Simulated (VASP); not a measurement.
# BeCd2Te3 (P4/mmm) in VASP: relaxation of cell and atoms with PBE

Aim: the relaxation of cell and atoms of BeCd2Te3 with PBE.

Everything below comes from runs of VASP 6.6.1. Logs are shortened: lines on timing, memory, paths and dates and some standing lists are left out, and cuts for length are marked.

### Step 1. The cell of the first run

The structure is tetragonal, space group P4/mmm (No. 123). Conventional cell: a = 4.980 Å, b = 4.980 Å, c = 10.451 Å, α = 90.00°, β = 90.00°, γ = 90.00°. Be (site symmetry 4/mmm) has 4 Te at 2.49 Å and 2 Cd at 2.50 Å within 3.3 Å. Within 3.3 Å of Cd (site symmetry 4mm) lie 1 Be at 2.50 Å and 1 Te at 2.73 Å. Within 3.3 Å of Te (site symmetry mmm) lie 2 Be at 2.49 Å. Within 3.6 Å of Te (site symmetry 4/mmm) lie 2 Cd at 2.73 Å.

The cell was generated, and may not be a known phase.

### Step 2. Relaxation of cell and atoms, PBE

INCAR reads:

```
SYSTEM = BeCd2Te3
ALGO = Normal
EDIFF = 1E-7
EDIFFG = -0.01
ENCUT = 600
GGA = PE
GGA_COMPAT = .FALSE.
IBRION = 2
ISIF = 3
ISMEAR = 0
LASPH = .TRUE.
LCHARG = .FALSE.
LREAL = .FALSE.
LWAVE = .FALSE.
NELM = 120
NELMIN = 4
NSW = 100
PREC = Accurate
SIGMA = 0.1
```

KPOINTS reads:

```
k-points
0
G
  8 8 4
  0 0 0
```

POSCAR reads:

```
BeCd2Te3
1.0
    4.9797711239      0.0000000000      0.0000000000
    0.0000000000      4.9797711239      0.0000000000
    0.0000000000      0.0000000000     10.4514654379
Be Cd Te
1 2 3
Direct
    0.0000000000      0.0000000000      0.0000000000
    0.0000000000      0.0000000000      0.7610020650
    0.0000000000      0.0000000000      0.2389979350
    0.0000000000      0.5000000000      0.0000000000
    0.5000000000      0.0000000000      0.0000000000
    0.0000000000      0.0000000000      0.5000000000
```

Potentials or basis: VASP PAW PBE potentials, release 64 (Be, Cd, Te).

Command:

```bash
> cat potpaw_PBE.64/Be/POTCAR potpaw_PBE.64/Cd/POTCAR potpaw_PBE.64/Te/POTCAR > POTCAR
> mpirun -np 1 vasp_std > vasp.out
```

OUTCAR:

```text
SYSTEM = BeCd2Te3
   EDIFF = 1E-7
   EDIFFG = -0.01
   ENCUT = 600
   GGA = PE
   IBRION = 2
   ISIF = 3
   ISMEAR = 0
   LASPH = .TRUE.
   LREAL = .FALSE.
   NELM = 120
   NELMIN = 4
   NSW = 100
   PREC = Accurate

 ion  position               nearest neighbor table
   1  0.000  0.000  0.000-   4 2.49   5 2.49   4 2.49   5 2.49   2 2.50   3 2.50
   2  0.000  0.000  0.761-   1 2.50   6 2.73   5 3.53   4 3.53   4 3.53   5 3.53
   3  0.000  0.000  0.239-   1 2.50   6 2.73   5 3.53   4 3.53   4 3.53   5 3.53
   4  0.000  0.500  0.000-   1 2.49   1 2.49   5 3.52   5 3.52   5 3.52   5 3.52   3 3.53   2 3.53
                             3 3.53   2 3.53
   5  0.500  0.000  0.000-   1 2.49   1 2.49   4 3.52   4 3.52   4 3.52   4 3.52   2 3.53   3 3.53
                             3 3.53   2 3.53
   6  0.000  0.000  0.500-   2 2.73   3 2.73

  LATTYP: Found a simple tetragonal cell.
 ALAT       =     4.9797711239
 C/A-ratio  =     2.0987842971

  Lattice vectors:

 A1 = (   4.9797711239,   0.0000000000,   0.0000000000)
 A2 = (   0.0000000000,   4.9797711239,   0.0000000000)
 A3 = (   0.0000000000,   0.0000000000,  10.4514654379)

Analysis of symmetry for initial positions (statically):
=====================================================================
 Subroutine PRICEL returns:
 Original cell was already a primitive cell.

 Routine SETGRP: Setting up the symmetry group for a
 simple tetragonal supercell.

 Subroutine GETGRP returns: Found 16 space group operations
 (whereof 16 operations were pure point group operations)
 out of a pool of 16 trial point group operations.

The static configuration has the point symmetry D_4h.

Analysis of symmetry for dynamics (positions and initial velocities):
=====================================================================
 Subroutine PRICEL returns:
 Original cell was already a primitive cell.

 Routine SETGRP: Setting up the symmetry group for a
 simple tetragonal supercell.

 Subroutine GETGRP returns: Found 16 space group operations
 (whereof 16 operations were pure point group operations)
 out of a pool of 16 trial point group operations.

The dynamic configuration has the point symmetry D_4h.

 Subroutine INISYM returns: Found 16 space group operations
 (whereof 16 operations are pure point group operations),
 and found     1 'primitive' translations

----------------------------------------------------------------------------------------

                                     Primitive cell

  volume of cell :     259.1767

  direct lattice vectors                    reciprocal lattice vectors
     4.979771124  0.000000000  0.000000000     0.200812442  0.000000000  0.000000000
     0.000000000  4.979771124  0.000000000     0.000000000  0.200812442  0.000000000
     0.000000000  0.000000000 10.451465438     0.000000000  0.000000000  0.095680362

  length of vectors
     4.979771124  4.979771124 10.451465438     0.200812442  0.200812442  0.095680362

  position of ions in fractional coordinates (direct lattice)
     0.000000000  0.000000000  0.000000000
     0.000000000  0.000000000  0.761002065
     0.000000000  0.000000000  0.238997935
     0.000000000  0.500000000  0.000000000
     0.500000000  0.000000000  0.000000000
     0.000000000  0.000000000  0.500000000

  ion indices of the primitive-cell ions
   primitive index   ion index
                 1           1
                 2           2
                 3           3
                 4           4
                 5           5
                 6           6

----------------------------------------------------------------------------------------

 KPOINTS: k-points

Automatic generation of k-mesh.
 Grid dimensions read from file:
 generate k-points for:    8    8    4

 Generating k-lattice:

  Cartesian coordinates                     Fractional coordinates (reciprocal lattice)
     0.025101555  0.000000000  0.000000000     0.125000000  0.000000000  0.000000000
     0.000000000  0.025101555  0.000000000     0.000000000  0.125000000  0.000000000
     0.000000000  0.000000000  0.023920091     0.000000000  0.000000000  0.250000000

  Length of vectors
     0.025101555  0.025101555  0.023920091

  Shift w.r.t. Gamma in fractional coordinates (k-lattice)
     0.000000000  0.000000000  0.000000000

 Subroutine IBZKPT returns following result:
 ===========================================

 Found     45 irreducible k-points:

 Following reciprocal coordinates:
            Coordinates               Weight
  0.000000  0.000000  0.000000      1.000000
  0.125000  0.000000  0.000000      4.000000
  0.250000  0.000000  0.000000      4.000000
  0.375000  0.000000  0.000000      4.000000
  0.500000  0.000000  0.000000      2.000000
  0.125000  0.125000  0.000000      4.000000
[... 16 lines left out ...]
  0.375000  0.125000  0.250000     16.000000
  0.500000  0.125000  0.250000      8.000000
 [... further k-points ...]
   k-points           NKPTS =     45   k-points in BZ     NKDIM =     45   number of bands    NBANDS=     26
   number of dos      NEDOS =    301   number of ions     NIONS =      6
   total plane-waves  NPLWV = 134400
   dimension x,y,z NGX =    40 NGY =   40 NGZ =   84
   dimension x,y,z NGXF=    80 NGYF=   80 NGZF=  168
   ions per type =               1   2   3
   NGX,Y,Z   is equivalent  to a cutoff of  13.35, 13.35, 13.36 a.u.
   NGXF,Y,Z  is equivalent  to a cutoff of  26.71, 26.71, 26.72 a.u.
 SYSTEM =  BeCd2Te3
   PREC   = accura    normal or accurate (medium, high low for compatibility)
   ISTART =      0    job   : 0-new  1-cont  2-samecut
   ICHARG =      2    charge: 1-file 2-atom 10-const
   ISPIN  =      1    spin polarized calculation?
   LNONCOLLINEAR =      F non collinear calculations
   LSORBIT =      F    spin-orbit coupling
   LASPH  =      T    aspherical Exc in radial PAW
   ENCUT  =  600.0 eV  44.10 Ry    6.64 a.u.   9.95  9.95 20.87*2*pi/ulx,y,z
   NELM   =    120;   NELMIN=  4; NELMDL= -5     # of ELM steps
   EDIFF  = 0.1E-06   stopping-criterion for ELM
   LREAL  =      F    real-space projection
   EDIFFG = -.1E-01   stopping-criterion for IOM
   NSW    =    100    number of steps for IOM
   IBRION =      2    ionic relax: 0-MD 1-quasi-New 2-CG
   NFREE  =      1    steps in history (QN), initial steepest desc. (CG)
   ISIF   =      3    stress and relaxation
   ISYM   =      2    0-nonsym 1-usesym 2-fastsym
   POTIM  = 0.5000    time-step for ionic-motion
   TEBEG  =    0.0;   TEEND  =   0.0 temperature during run
   PSTRESS=    0.0 pullay stress
   NELECT =      44.0000    total number of electrons
   NUPDOWN=      -1.0000    fix difference up-down
   EMIN   =  10.00;   EMAX   =-10.00  energy-range for DOS
   EFERMI =   0.00;   METHOD = LEGACY
   ISMEAR =     0;   SIGMA  =   0.10  broadening in eV -4-tet -1-fermi 0-gaus
   EFERMI_NEDOS =   21; number of points for ismear=-14 and -15
   IALGO  =     38    algorithm
   IMIX   =      4    mixing-type and parameters
     AMIX     =   0.40;   BMIX     =  1.00
     AMIX_MAG =   1.60;   BMIX_MAG =  1.00
  volume/ion in A,a.u.               =      43.20       291.50
  Fermi-wavevector in a.u.,A,eV,Ry     =   0.906485  1.713007 11.180101  0.821714
  Thomas-Fermi vector in A             =   2.030178
   LORBIT       =      0    0 simple, 1 ext, 2 COOP (PROOUT), +10 PAW based schemes
   GGA     = PE    functional components
   LHFCALC =     F    Hartree Fock is set to
   AEXX    =    0.0000 exact exchange contribution
   IVDW    =     0    specifies the selected vdW correction
   LEPSILON=     F    determine dielectric tensor
   LRPA    =     F    only Hartree local field effects (RPA)
 conjugate gradient relaxation of ions
 non-spin polarized calculation
 Gauss-broadening in eV      SIGMA  =   0.10
  energy-cutoff  :      600.00
  volume of cell :      259.18
 maximum number of plane-waves:      8696
 NGX is ok and might be reduce to    40
   NGX = 19   NGY = 19   NGZ = 41

--------------------------------------- Ionic step        1  -------------------------------------------

 number of electron      44.0000016 magnetization

 Free energy of the ion-electron system (eV)
  ---------------------------------------------------
  ext. energy  EPLUGINS =         0.00000000
  ---------------------------------------------------
  free energy    TOTEN  =       -12.39214873 eV

  energy without entropy =      -12.35761144  energy(sigma->0) =      -12.37488008

------------------------ aborting loop because EDIFF is reached ----------------------------------------

  FORCE on cell =-STRESS in cart. coord.  units (eV):
  Direction    XX          YY          ZZ          XY          YZ          ZX
  --------------------------------------------------------------------------------------
  -------------------------------------------------------------------------------------
  Total        0.7516458      0.7516458     -1.3058652      0.0000000      0.0000000     -0.0000000
  in kB        4.6465207      4.6465207     -8.0725914      0.0000000      0.0000000     -0.0000000
  external PRESSURE =       0.4068167 kB  Pullay stress =       0.0000000 kB
[... 225 lines left out ...]
  energy  without entropy=      -12.3871570649  energy(sigma->0) =      -12.40251341

--------------------------------------- Ionic step        7  -------------------------------------------

 number of electron      43.9999994 magnetization

 Free energy of the ion-electron system (eV)
  ---------------------------------------------------
  ext. energy  EPLUGINS =         0.00000000
  ---------------------------------------------------
  free energy    TOTEN  =       -12.41810461 eV

  energy without entropy =      -12.38758420  energy(sigma->0) =      -12.40284441

 E-fermi :   0.6284     XC(G=0):  -6.9606

 val. band max:        0.6256941604   @ k =   0.1250   0.0000   0.2500
 cond. band min:       0.6304355732   @ k =   0.1250   0.0000   0.0000
 fundamental gap:      0.0047414128
 Fermi energy:         0.6284168650

 k-point     1 :       0.0000    0.0000    0.0000
  band No.  band energies     occupation
      1     -11.4118      2.00000
      2      -9.6148      2.00000
      3      -9.1612      2.00000
      4      -8.2355      2.00000
      5      -7.8971      2.00000
      6      -7.8971      2.00000
[... 685 lines left out ...]
     25       3.3346      0.00000
     26       4.1753      0.00000

 [... further k-points ...]

------------------------ aborting loop because EDIFF is reached ----------------------------------------

  FORCE on cell =-STRESS in cart. coord.  units (eV):
  Direction    XX          YY          ZZ          XY          YZ          ZX
  --------------------------------------------------------------------------------------
  -------------------------------------------------------------------------------------
  Total       -0.0145538     -0.0145538     -0.0035047      0.0000000      0.0000000     -0.0000000
  in kB       -0.0893289     -0.0893289     -0.0215116      0.0000000      0.0000000     -0.0000000
  external PRESSURE =      -0.0667231 kB  Pullay stress =       0.0000000 kB
[... 21 lines left out ...]
  FREE ENERGIE OF THE ION-ELECTRON SYSTEM (eV)
  ---------------------------------------------------
  free  energy   TOTEN  =       -12.4181046114 eV

  energy  without entropy=      -12.3875842014  energy(sigma->0) =      -12.40284441

 reached required accuracy - stopping structural energy minimisation
```

It took 47 min on 1 thread of Oxide Virtual Turin-like, shared host; peak memory 0.62 GiB.

Results:

| Property | Result |
| --- | --- |
| Free energy | -12.4181 eV |
| Relaxed volume | 43.51 Å³/atom |
| Relaxed cell | a = 5.053 Å, b = 5.053 Å, c = 10.223 Å, α = 90.00°, β = 90.00°, γ = 90.00° |
| Space group after relaxing (to 0.1 Å) | P4/mmm (No. 123) |
| Energy gained by relaxing | 4.3 meV/atom |
| Ionic steps | 7 |
| Pressure after relaxing | 0.0 GPa |
| Band gap on the k mesh | zero (bands 22 and 23 overlap by 0.74 eV) |

Step by step:
```
step  energy change (eV)  largest force (eV/Å)  pressure (GPa)  volume (Å³)
   1              0.0000                0.0072            0.04       259.18
   2             -0.0175                0.0663            0.05       259.56
   3             -0.0233                0.1388            0.08       259.88
   4             -0.0233                0.1441            0.09       259.90
   5             -0.0253                0.0717            0.00       261.01
   6             -0.0257                0.0237           -0.06       261.75
   7             -0.0260                0.0012           -0.01       261.03
```

Final structure:
```yaml
crystal:
  lattice:
    - [5.05319, 0.00000, 0.00000]
    - [0.00000, 5.05319, 0.00000]
    - [0.00000, 0.00000, 10.22264]
  atoms:
    - { symbol: Be, position: [0.00000, 0.00000, 0.00000] }
    - { symbol: Cd, position: [0.00000, 0.00000, 0.76256] }
    - { symbol: Cd, position: [0.00000, 0.00000, 0.23744] }
    - { symbol: Te, position: [0.00000, 0.50000, 0.00000] }
    - { symbol: Te, position: [0.50000, 0.00000, 0.00000] }
    - { symbol: Te, position: [0.00000, 0.00000, 0.50000] }
```

Caveat: semilocal functionals underestimate gaps, and a narrow one can read as zero; spin-orbit coupling is left out, which moves the levels of the heavy elements.
